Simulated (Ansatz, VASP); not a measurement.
# One calculation of Bi, two programs

Contents of INCAR:

```
PREC = Accurate
ENCUT = 520
EDIFF = 1E-7
ISMEAR = -1
SIGMA = 0.08
LREAL = False
LASPH = True
NELM = 60
ALGO = Normal
ISIF = 2
LWAVE = False
LCHARG = True
GGA = CA
LELF = True
LVHAR = True
NBANDS = 22
```

Contents of KPOINTS:

```
regular mesh
0
Gamma
  11 11 11
```

POSCAR

```
Bi
1.0
    0.0000000000      3.3619004469      3.3619004469
    3.3619004469      0.0000000000      3.3619004469
    3.3619004469      3.3619004469      0.0000000000
Bi
2
Direct
   -0.1250000000     -0.1250000000     -0.1250000000
    0.1250000000      0.1250000000      0.1250000000
```

Input for Ansatz:

```yaml
crystal:
  lattice:
    - [0.0, 3.3619004469, 3.3619004469]
    - [3.3619004469, 0.0, 3.3619004469]
    - [3.3619004469, 3.3619004469, 0.0]
  atoms:
    - { symbol: Bi, position: [-0.125, -0.125, -0.125] }
    - { symbol: Bi, position: [0.125, 0.125, 0.125] }
kpoints:
  mp_grid: { grid: [11, 11, 11] }
scf:
  occupations: { method: fermi_dirac, width: 0.08 }
hamiltonian:
  xc: lda
  pseudopotentials: { kind: all_electron, lapw: { basis_error: 0.001 } }
output:
  forces: true
  stress: true
  eigenvalues: true
  populations: true
```

Change from the starting cell: volume scaled by 0.85, LAPW.

Alike in both runs: task single point; functional LDA; k mesh 11 × 11 × 11; occupations fermi-dirac, width 0.08 eV; no spin polarisation.

|  | VASP | Ansatz |
| --- | --- | --- |
| version | VASP 6.6.1 | Ansatz 0.2.0 |
| potentials or method | VASP PAW LDA potentials, release 64 (Bi_d), cutoff 520 eV | all-electron LAPW, scalar-relativistic |

```csv
,VASP,Ansatz,Ansatz less VASP
pressure (GPa),8.2,8.1,-0.09
```

LDA's correlation is that of Perdew and Zunger in VASP and of Perdew and Wang (1992) in Ansatz. Ansatz ran all-electron here, and VASP with PAW potentials.

Neither program's run includes spin-orbit coupling.
